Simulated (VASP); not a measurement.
## TaN: relaxation of shape and atoms at fixed volume with PBE

Crystal: TaN.

```
CELL_PARAMETERS angstrom
2.94601 0.00000 0.00000
-1.47300 2.55132 0.00000
0.00000 0.00000 5.97354
ATOMIC_POSITIONS crystal
Ta 0.00000 0.00000 0.00000
Ta 0.00000 0.00000 0.50000
N 0.33333 0.66667 0.25000
N 0.66667 0.33333 0.75000
```

| Property | Result |
| --- | --- |
| Program | VASP 6.6.1 |
| Task | relaxation of shape and atoms at fixed volume |
| Functional | PBE |
| Potentials or basis | VASP PAW PBE potentials, release 64 (Ta_pv, N) |
| Cutoff | 600 eV |
| k mesh | 18 × 18 × 8 |
| Occupations | gaussian, width 0.1 eV |
| Spin | no spin polarisation |
| Dipole correction | no |
| Further INCAR settings | ALGO = Normal; EDIFF = 1e-06; IBRION = 2; EDIFFG = -0.01; NSW = 50; ISIF = 4 |

```
Energy gained by relaxing : 0.1 meV/atom
Ionic steps               : 3
Pressure after relaxing   : -8.5 GPa
Band gap on the k mesh    : zero (bands 16 and 17 overlap by 0.94 eV)
```

Step by step:
| step | energy change (eV) | largest force (eV/Å) | pressure (GPa) | volume (Å³) |
| --- | --- | --- | --- | --- |
| 1 | 0.0000 | 0.0000 | -8.61 | 44.90 |
| 2 | 0.0000 | 0.0000 | -8.49 | 44.90 |
| 3 | -0.0002 | 0.0000 | -8.54 | 44.90 |

Final structure:
```cif
data_structure
_symmetry_space_group_name_H-M 'P 1'
_symmetry_Int_Tables_number 1
_cell_length_a 2.9480
_cell_length_b 2.9480
_cell_length_c 5.9654
_cell_angle_alpha 90.000
_cell_angle_beta 90.000
_cell_angle_gamma 120.000
_cell_volume 44.90
loop_
_atom_site_label
_atom_site_type_symbol
_atom_site_fract_x
_atom_site_fract_y
_atom_site_fract_z
_atom_site_occupancy
Ta1 Ta 0.00000 0.00000 0.00000 1
Ta2 Ta 0.00000 0.00000 0.50000 1
N1 N 0.33333 0.66667 0.25000 1
N2 N 0.66667 0.33333 0.75000 1
```

Levels at points of the mesh, in eV from the Fermi level:
```csv
k point,band 14,band 15,band 16,band 17,band 18,band 19
"(0.00, 0.00, 0.00)",-1.95,-1.95,-0.22,-0.22,0.54,0.54
"(0.50, 0.00, 0.00)",-3.57,-2.76,-2.04,2.74,3.73,4.61
"(0.00, 0.00, 0.50)",-3.76,-0.63,-0.63,0.95,0.95,0.95
"(0.50, 0.00, 0.50)",-4.23,-2.14,-2.14,3.73,3.73,4.56
```

It took 3.9 min on 1 thread of Intel Xeon 8259CL, on a shared host, peak memory 0.31 GiB.

Caveat: spin-orbit coupling is left out, which moves the levels of the heavy elements.
